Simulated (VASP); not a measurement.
# Si (Fd-3m) in VASP: further runs

The runs below take Si through single point, relaxation of the atoms, with r2SCAN.

Everything below comes from runs of VASP 6.6.1. Logs are shortened: lines on timing, memory, paths and dates and some standing lists are left out, and cuts for length are marked.

### Step 1. The cell of the first run

Symmetry: Fd-3m, No. 227, cubic system. The conventional cell has a = 5.467 Å, b = 5.467 Å, c = 5.467 Å, α = 90.00°, β = 90.00°, γ = 90.00°. Within 3.1 Å of Si (site symmetry -43m) lie 4 Si at 2.37 Å.

### Step 2. Single point, r2SCAN

POSCAR reads:

```
Si
1.0
    0.0000000000      2.7333360000      2.7333360000
    2.7333360000      0.0000000000      2.7333360000
    2.7333360000      2.7333360000      0.0000000000
Si
2
Direct
    0.0000000000      0.0000000000      0.0000000000
    0.2500000000      0.2500000000      0.2500000000
```

INCAR.step1 reads:

```
PREC = Accurate
ENCUT = 520
ISMEAR = -1
SIGMA = 0.1
LREAL = F
LASPH = T
NELM = 60
NBANDS = 11
GGA = PE
ALGO = Normal
EDIFF = 1E-4
LWAVE = T
LCHARG = F
```

INCAR.step2 reads:

```
PREC = Accurate
ENCUT = 520
EDIFF = 1E-6
ISMEAR = -1
SIGMA = 0.1
LREAL = F
LASPH = T
NELM = 60
ALGO = Normal
ISIF = 2
LWAVE = F
LCHARG = T
METAGGA = R2SCAN
LMIXTAU = T
LELF = T
LVHAR = T
NBANDS = 11
ISTART = 1
```

KPOINTS reads:

```
Automatic mesh
0
Gamma
  8 8 8
```

Potentials or basis: VASP PAW PBE potentials, release 64 (Si).

Started as:

```console
cat potpaw_PBE.64/Si/POTCAR > POTCAR
cp INCAR.step1 INCAR
mpirun -np 1 vasp_std > vasp.out
cp INCAR.step2 INCAR
mpirun -np 1 vasp_std > vasp.out
```

OUTCAR:

```text
PREC = Accurate
   ENCUT = 520
   EDIFF = 1E-6
   ISMEAR = -1
   LREAL = F
   LASPH = T
   NELM = 60
   ISIF = 2
   METAGGA = R2SCAN
   ISTART = 1

 ion  position               nearest neighbor table
   1  0.000  0.000  0.000-   2 2.37   2 2.37   2 2.37   2 2.37
   2  0.250  0.250  0.250-   1 2.37   1 2.37   1 2.37   1 2.37

  LATTYP: Found a face centered cubic cell.
 ALAT       =     5.4666720000

  Lattice vectors:

 A1 = (   0.0000000000,   2.7333360000,   2.7333360000)
 A2 = (   2.7333360000,   0.0000000000,   2.7333360000)
 A3 = (   2.7333360000,   2.7333360000,   0.0000000000)

Analysis of symmetry for initial positions (statically):
=====================================================================
 Subroutine PRICEL returns:
 Original cell was already a primitive cell.

 Routine SETGRP: Setting up the symmetry group for a
 face centered cubic supercell.

 Subroutine GETGRP returns: Found 48 space group operations
 (whereof 24 operations were pure point group operations)
 out of a pool of 48 trial point group operations.

The static configuration has the point symmetry T_d .
 The point group associated with its full space group is O_h .

Analysis of symmetry for dynamics (positions and initial velocities):
=====================================================================
 Subroutine PRICEL returns:
 Original cell was already a primitive cell.

 Routine SETGRP: Setting up the symmetry group for a
 face centered cubic supercell.

 Subroutine GETGRP returns: Found 48 space group operations
 (whereof 24 operations were pure point group operations)
 out of a pool of 48 trial point group operations.

The dynamic configuration has the point symmetry T_d .
 The point group associated with its full space group is O_h .

 Subroutine INISYM returns: Found 48 space group operations
 (whereof 24 operations are pure point group operations),
 and found     1 'primitive' translations

----------------------------------------------------------------------------------------

                                     Primitive cell

  volume of cell :      40.8422

  direct lattice vectors                    reciprocal lattice vectors
     0.000000000  2.733336000  2.733336000    -0.182926651  0.182926651  0.182926651
     2.733336000  0.000000000  2.733336000     0.182926651 -0.182926651  0.182926651
     2.733336000  2.733336000  0.000000000     0.182926651  0.182926651 -0.182926651

  length of vectors
     3.865520842  3.865520842  3.865520842     0.316838253  0.316838253  0.316838253

  position of ions in fractional coordinates (direct lattice)
     0.000000000  0.000000000  0.000000000
     0.250000000  0.250000000  0.250000000

  ion indices of the primitive-cell ions
   primitive index   ion index
                 1           1
                 2           2

----------------------------------------------------------------------------------------

 KPOINTS: Automatic mesh

Automatic generation of k-mesh.
 Grid dimensions read from file:
 generate k-points for:    8    8    8

 Generating k-lattice:

  Cartesian coordinates                     Fractional coordinates (reciprocal lattice)
    -0.022865831  0.022865831  0.022865831     0.125000000  0.000000000  0.000000000
     0.022865831 -0.022865831  0.022865831     0.000000000  0.125000000  0.000000000
     0.022865831  0.022865831 -0.022865831     0.000000000  0.000000000  0.125000000

  Length of vectors
     0.039604782  0.039604782  0.039604782

  Shift w.r.t. Gamma in fractional coordinates (k-lattice)
     0.000000000  0.000000000  0.000000000

 Subroutine IBZKPT returns following result:
 ===========================================

 Found     29 irreducible k-points:

 Following reciprocal coordinates:
            Coordinates               Weight
  0.000000  0.000000  0.000000      1.000000
  0.125000  0.000000  0.000000      8.000000
  0.250000  0.000000  0.000000      8.000000
  0.375000  0.000000  0.000000      8.000000
  0.500000  0.000000  0.000000      4.000000
  0.125000  0.125000  0.000000      6.000000
[... 16 lines left out ...]
  0.500000  0.250000  0.125000     48.000000
 -0.375000  0.250000  0.125000     24.000000
 [... further k-points ...]
   k-points           NKPTS =     29   k-points in BZ     NKDIM =     29   number of bands    NBANDS=     11
   number of dos      NEDOS =    301   number of ions     NIONS =      2
   total plane-waves  NPLWV =  27000
   dimension x,y,z NGX =    30 NGY =   30 NGZ =   30
   dimension x,y,z NGXF=    60 NGYF=   60 NGZF=   60
   ions per type =               2
   NGX,Y,Z   is equivalent  to a cutoff of  12.90, 12.90, 12.90 a.u.
   NGXF,Y,Z  is equivalent  to a cutoff of  25.80, 25.80, 25.80 a.u.
 SYSTEM =  unknown system
   PREC   = accura    normal or accurate (medium, high low for compatibility)
   ISTART =      1    job   : 0-new  1-cont  2-samecut
   ICHARG =      0    charge: 1-file 2-atom 10-const
   ISPIN  =      1    spin polarized calculation?
   LNONCOLLINEAR =      F non collinear calculations
   LSORBIT =      F    spin-orbit coupling
   LASPH  =      T    aspherical Exc in radial PAW
   ENCUT  =  520.0 eV  38.22 Ry    6.18 a.u.   7.19  7.19  7.19*2*pi/ulx,y,z
   NELM   =     60;   NELMIN=  2; NELMDL=  0     # of ELM steps
   EDIFF  = 0.1E-05   stopping-criterion for ELM
   LREAL  =      F    real-space projection
   EDIFFG = 0.1E-04   stopping-criterion for IOM
   NSW    =      0    number of steps for IOM
   IBRION =     -1    ionic relax: 0-MD 1-quasi-New 2-CG
   NFREE  =      0    steps in history (QN), initial steepest desc. (CG)
   ISIF   =      2    stress and relaxation
   ISYM   =      2    0-nonsym 1-usesym 2-fastsym
   POTIM  = 0.5000    time-step for ionic-motion
   TEBEG  =    0.0;   TEEND  =   0.0 temperature during run
   PSTRESS=    0.0 pullay stress
   NELECT =       8.0000    total number of electrons
   NUPDOWN=      -1.0000    fix difference up-down
   EMIN   =  10.00;   EMAX   =-10.00  energy-range for DOS
   EFERMI =   0.00;   METHOD = LEGACY
   ISMEAR =    -1;   SIGMA  =   0.10  broadening in eV -4-tet -1-fermi 0-gaus
   EFERMI_NEDOS =   21; number of points for ismear=-14 and -15
   IALGO  =     38    algorithm
   IMIX   =      4    mixing-type and parameters
     AMIX     =   0.40;   BMIX     =  1.00
     AMIX_MAG =   1.60;   BMIX_MAG =  1.00
  volume/ion in A,a.u.               =      20.42       137.81
  Fermi-wavevector in a.u.,A,eV,Ry     =   0.950755  1.796666 12.298775  0.903934
  Thomas-Fermi vector in A             =   2.079161
   LORBIT       =      0    0 simple, 1 ext, 2 COOP (PROOUT), +10 PAW based schemes
   METAGGA = R2SCAN    functional components
   LHFCALC =     F    Hartree Fock is set to
   AEXX    =    0.0000 exact exchange contribution
   IVDW    =     0    specifies the selected vdW correction
   LEPSILON=     F    determine dielectric tensor
   LRPA    =     F    only Hartree local field effects (RPA)
 non-spin polarized calculation
  energy-cutoff  :      520.00
  volume of cell :       40.84
 maximum number of plane-waves:      1124
 NGX is ok and might be reduce to    30
   NGX = 15   NGY = 15   NGZ = 15

 number of electron       8.0000001 magnetization

 Free energy of the ion-electron system (eV)
  ---------------------------------------------------
  ext. energy  EPLUGINS =         0.00000000
  ---------------------------------------------------
  free energy    TOTEN  =       -17.54465713 eV

  energy without entropy =      -17.54422088  energy(sigma->0) =      -17.54443900

 E-fermi :   5.9228     XC(G=0):  -9.7760

 val. band max:        5.5387133125   @ k =   0.0000   0.0000   0.0000
 cond. band min:       6.3830026896   @ k =   0.3750   0.3750   0.0000
 fundamental gap:      0.8442893771
 Fermi energy:         5.9227924189

 k-point     1 :       0.0000    0.0000    0.0000
  band No.  band energies     occupation
      1      -6.8477      2.00000
      2       5.5387      1.95795
      3       5.5387      1.95795
      4       5.5387      1.95795
      5       8.2875      0.00000
      6       8.2875      0.00000
      7       8.2875      0.00000
      8       9.2842      0.00000
      9      13.6555      0.00000
     10      13.6555      0.00000
     11      14.1493      0.00000

 k-point     2 :       0.1250    0.0000    0.0000
  band No.  band energies     occupation
      1      -6.6364      2.00000
      2       3.9103      2.00000
      3       5.2394      1.99785
      4       5.2394      1.99785
      5       8.2854      0.00000
      6       8.7288      0.00000
      7       8.7288      0.00000
      8      10.6269      0.00000
      9      13.1847      0.00000
     10      13.1847      0.00000
     11      14.9310      0.00000

 k-point     3 :       0.2500    0.0000    0.0000
  band No.  band energies     occupation
      1      -6.0205      2.00000
      2       1.5058      2.00000
      3       4.7471      1.99998
      4       4.7471      1.99998
      5       7.8358      0.00000
      6       9.2805      0.00000
      7       9.2805      0.00000
      8      12.9213      0.00000
      9      13.1579      0.00000
     10      13.1579      0.00000
     11      15.1689      0.00000

 k-point     4 :       0.3750    0.0000    0.0000
  band No.  band energies     occupation
      1      -5.0988      2.00000
      2      -0.5826      2.00000
      3       4.4024      2.00000
      4       4.4024      2.00000
      5       7.4757      0.00000
      6       9.2433      0.00000
      7       9.2433      0.00000
      8      13.9868      0.00000
      9      14.6031      0.00000
     10      14.6031      0.00000
     11      15.8281      0.00000
[... 239 lines left out ...]
 k-point    22 :       0.3750    0.2500    0.1250
  band No.  band energies     occupation
      1      -5.4721      2.00000
      2       1.1169      2.00000
      3       2.7630      2.00000
      4       4.0644      2.00000
      5       8.2238      0.00000
      6       9.7522      0.00000
      7      10.0607      0.00000
      8      11.3729      0.00000
      9      13.7899      0.00000
     10      16.3536      0.00000
     11      17.2947      0.00000

 k-point    23 :       0.5000    0.2500    0.1250
  band No.  band energies     occupation
      1      -4.5552      2.00000
      2      -0.4895      2.00000
      3       2.1402      2.00000
      4       3.5497      2.00000
      5       8.6873      0.00000
      6       9.3865      0.00000
      7      10.9193      0.00000
      8      11.8393      0.00000
      9      15.0746      0.00000
     10      15.8359      0.00000
     11      18.2088      0.00000

 k-point    24 :      -0.3750    0.2500    0.1250
  band No.  band energies     occupation
      1      -3.8862      2.00000
      2      -1.4611      2.00000
      3       2.0073      2.00000
      4       3.3132      2.00000
      5       8.8873      0.00000
      6       8.9580      0.00000
      7      11.8165      0.00000
      8      13.0944      0.00000
      9      13.3907      0.00000
     10      16.7206      0.00000
     11      17.8727      0.00000

 [... further k-points ...]
[... 5 lines left out ...]
  --------------------------------------------------------------------------------------
  -------------------------------------------------------------------------------------
  Total       -0.3547639     -0.3547639     -0.3547639      0.0000000      0.0000000      0.0000000
  in kB      -13.9168505    -13.9168505    -13.9168505      0.0000000      0.0000000      0.0000000
  external PRESSURE =     -13.9168505 kB  Pullay stress =       0.0000000 kB

 VOLUME and BASIS-vectors are now :
 -----------------------------------------------------------------------------
  energy-cutoff  :      520.00
  volume of cell :       40.84
      direct lattice vectors                 reciprocal lattice vectors
     0.000000000  2.733336000  2.733336000    -0.182926651  0.182926651  0.182926651
     2.733336000  0.000000000  2.733336000     0.182926651 -0.182926651  0.182926651
     2.733336000  2.733336000  0.000000000     0.182926651  0.182926651 -0.182926651

 POSITION                                       TOTAL-FORCE (eV/Angst)
 -----------------------------------------------------------------------------------
      0.00000      0.00000      0.00000         0.000000     -0.000000      0.000000
      1.36667      1.36667      1.36667        -0.000000      0.000000     -0.000000
 -----------------------------------------------------------------------------------
    total drift:                               -0.000000     -0.000000     -0.000000

  FREE ENERGIE OF THE ION-ELECTRON SYSTEM (eV)
  ---------------------------------------------------
  free  energy   TOTEN  =       -17.5446571320 eV

  energy  without entropy=      -17.5442208766  energy(sigma->0) =      -17.54443900
```

It used 81 s of CPU time on 1 thread of Intel Xeon 6975P-C, with other jobs on the host.

Results:

```
Free energy            : -17.5447 eV
Pressure               : -1.4 GPa
Band gap on the k mesh : 0.84 eV, indirect (least direct gap 2.75 eV)
```

Levels at points of the mesh, in eV from the valence-band top:
```tsv
k point	band 1	band 2	band 3	band 4	band 5	band 6	band 7	band 8
(0.00, 0.00, 0.00)	-12.39	0.00	0.00	0.00	2.75	2.75	2.75	3.75
(0.50, 0.00, 0.00)	-9.98	-7.17	-1.25	-1.25	1.81	3.60	3.60	8.30
(0.50, 0.50, 0.00)	-8.09	-8.09	-2.96	-2.96	0.96	0.96	10.70	10.70
```

Caveat: the PAW data sets were made with another functional, which shifts forces and pressure a little. r2SCAN opens gaps a little over a GGA but as a rule still falls short of measured ones.

### Step 3. Single point, r2SCAN

POSCAR is that of step 2.

INCAR.step1 reads:

```
SYSTEM = Si
PREC = Accurate
ENCUT = 520
ISMEAR = -1
SIGMA = 0.1
LREAL = .False.
LASPH = .True.
NELM = 60
NBANDS = 11
GGA = PE
ALGO = Normal
EDIFF = 1E-4
LWAVE = .True.
LCHARG = .False.
```

INCAR.step2 reads:

```
SYSTEM = Si
PREC = Accurate
ENCUT = 520
EDIFF = 1E-6
ISMEAR = -1
SIGMA = 0.1
LREAL = .False.
LASPH = .True.
NELM = 60
ALGO = Normal
ISIF = 2
LWAVE = .False.
LCHARG = .False.
METAGGA = R2SCAN
LMIXTAU = .True.
NBANDS = 11
ISTART = 1
```

KPOINTS reads:

```
regular mesh
0
Gamma
  8 8 8
  0 0 0
```

Potentials or basis: VASP PAW PBE potentials, release 64 (Si).

Started as:

```console
cat potpaw_PBE.64/Si/POTCAR > POTCAR
cp INCAR.step1 INCAR
mpirun -np 1 vasp_std > vasp.out
cp INCAR.step2 INCAR
mpirun -np 1 vasp_std > vasp.out
```

Run time: 62 s. Hardware: 1 thread of Intel Xeon 8259CL, shared host; peak memory 0.16 GiB.

The run converged. Its results:

```yaml
Free_energy: -17.5447 eV
Pressure: -1.4 GPa
Band_gap_on_the_k_mesh: 0.84 eV, indirect (least direct gap 2.75 eV)
```

Levels at points of the mesh, in eV from the valence-band top:
| k point | band 1 | band 2 | band 3 | band 4 | band 5 | band 6 | band 7 | band 8 | band 9 |
| --- | --- | --- | --- | --- | --- | --- | --- | --- | --- |
| (0.00, 0.00, 0.00) | -12.39 | 0.00 | 0.00 | 0.00 | 2.75 | 2.75 | 2.75 | 3.75 | 8.12 |
| (0.50, 0.00, 0.00) | -9.98 | -7.17 | -1.25 | -1.25 | 1.81 | 3.60 | 3.60 | 8.30 | 11.11 |
| (0.50, 0.50, 0.00) | -8.09 | -8.09 | -2.96 | -2.96 | 0.96 | 0.96 | 10.70 | 10.70 | 11.55 |

Caveat: the PAW data sets were made with another functional, which shifts forces and pressure a little. A k mesh can miss the band edges.

### Step 4. Relaxation of the atoms, r2SCAN

POSCAR is that of step 3.

INCAR.step1 reads:

```
ALGO = Normal ; EDIFF = 1E-4
ENCUT = 520 ; GGA = PE
ISMEAR = -1 ; LASPH = True
LCHARG = False ; LREAL = False
LWAVE = True ; NELM = 80
PREC = Accurate ; SIGMA = 0.1
```

INCAR.step2 reads:

```
ALGO = Normal ; EDIFF = 1E-7
EDIFFG = -0.03 ; ENCUT = 520
IBRION = 2 ; ISIF = 2
ISMEAR = -1 ; ISTART = 1
LASPH = True ; LCHARG = False
LMIXTAU = True ; LREAL = False
LWAVE = False ; METAGGA = R2SCAN
NELM = 80 ; NSW = 80
PREC = Accurate ; SIGMA = 0.1
```

KPOINTS reads:

```
k-points
0
Gamma
  8 8 8
```

Started as:

```console
cat potpaw_PBE.64/Si/POTCAR > POTCAR
cp INCAR.step1 INCAR
mpirun -np 1 vasp_std > vasp.out
cp INCAR.step2 INCAR
mpirun -np 1 vasp_std > vasp.out
```

Wall time 66 s (1 thread of Intel Xeon 8259CL, shared host); peak memory 0.16 GiB.

It converged, with:

* Free energy: -17.5447 eV
* Pressure after relaxing: -1.4 GPa
* Band gap on the k mesh: 0.84 eV, indirect (least direct gap 2.75 eV)

Final structure:
```yaml
crystal:
  lattice:
    - [0.00000, 2.73334, 2.73334]
    - [2.73334, 0.00000, 2.73334]
    - [2.73334, 2.73334, 0.00000]
  atoms:
    - { symbol: Si, position: [0.00000, 0.00000, 0.00000] }
    - { symbol: Si, position: [0.25000, 0.25000, 0.25000] }
```

Levels at points of the mesh, in eV from the valence-band top:
| k point | band 1 | band 2 | band 3 | band 4 | band 5 | band 6 | band 7 | band 8 |
| --- | --- | --- | --- | --- | --- | --- | --- | --- |
| (0.00, 0.00, 0.00) | -12.39 | 0.00 | 0.00 | 0.00 | 2.75 | 2.75 | 2.75 | 3.75 |
| (0.50, 0.00, 0.00) | -9.98 | -7.17 | -1.25 | -1.25 | 1.81 | 3.60 | 3.60 | 8.30 |
| (0.50, 0.50, 0.00) | -8.09 | -8.09 | -2.96 | -2.96 | 0.96 | 0.96 | 10.70 | 10.70 |

Caveat: the relaxation stopped at its first step, so nothing moved; the PAW data sets were made with another functional, which shifts forces and pressure a little. A k mesh can miss the band edges.
